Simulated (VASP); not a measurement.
The system is W.

```
W
1.0
    -1.58234    1.58234    1.58234
     1.58234   -1.58234    1.58234
     1.58234    1.58234   -1.58234
W
1
Direct
  0.00000 0.00000 0.00000
```

- Program: VASP 6.6.1
- Task: relaxation of cell and atoms
- Functional: PBE
- Potentials or basis: VASP PAW PBE potentials, release 64 (W_sv)
- Cutoff: 500 eV
- k mesh: 13 × 13 × 13
- Occupations: fermi-dirac, width 0.05 eV
- Spin: no spin polarisation

At the start: pressure 5.9 GPa; volume 15.85 Å³/atom.

Where does the relaxation end?

Over 4 steps the energy falls by 5.4 meV/atom and the volume is 16.15 Å³/atom (+1.9 %); space group Im-3m (No. 229, to 0.1 Å) before and after.

Step by step:
| step | energy change (eV) | largest force (eV/Å) | pressure (GPa) | volume (Å³) |
| --- | --- | --- | --- | --- |
| 1 | 0.0000 | 0.0000 | 5.94 | 15.85 |
| 2 | 0.0571 | 0.0000 | -17.34 | 17.23 |
| 3 | -0.0054 | 0.0000 | -0.16 | 16.15 |
| 4 | -0.0054 | 0.0000 | 0.00 | 16.15 |

Final structure:
```yaml
crystal:
  lattice:
    - [-1.59220, 1.59220, 1.59220]
    - [1.59220, -1.59220, 1.59220]
    - [1.59220, 1.59220, -1.59220]
  atoms:
    - { symbol: W, position: [0.00000, 0.00000, 0.00000] }
```
